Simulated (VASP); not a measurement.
Runs of VASP 6.6.1 on Hg2Se. The structure is that of space group Fm-3m (No. 225), or close to it. The cells are those of the table. 

| task | cell | k mesh | cutoff (eV) | gap on the mesh (eV) | pressure (GPa) | relaxed volume (Å³/atom) |
| --- | --- | --- | --- | --- | --- | --- |
| single point | a = 4.935 Å, angles 60.0°, 3 atoms | 12 × 12 × 12 | 520 | none | 0.1 | - |
| single point | a = 4.794 Å, angles 60.0°, 3 atoms | 4 × 4 × 4 | 520 | none | (a) | - |
| relaxation of cell and atoms | relaxed from a = 4.935 Å, angles 60.0°, 3 atoms | 12 × 12 × 12 | 600 | none | 0.0 | 28.45 |
| relaxation of cell and atoms | relaxed from a = 4.794 Å, angles 60.0°, 3 atoms | 12 × 12 × 12 | 600 | none | 0.0 | 28.44 |

Alike in all rows: level PBE; potentials or basis VASP PAW PBE potentials, release 64 (Hg, Se); no spin polarisation; smearing gaussian 0.1 eV.

Problem. Estimate the missing entries.

Solution. (a) 3.2.

Caveats: some runs use coarse meshes; spin-orbit coupling is left out, which moves the levels of the heavy elements.

A k mesh can miss the band edges, and the runs leave out spin-orbit coupling on Hg, Se.

A gap of «none» marks levels without a gap at the run's occupations.
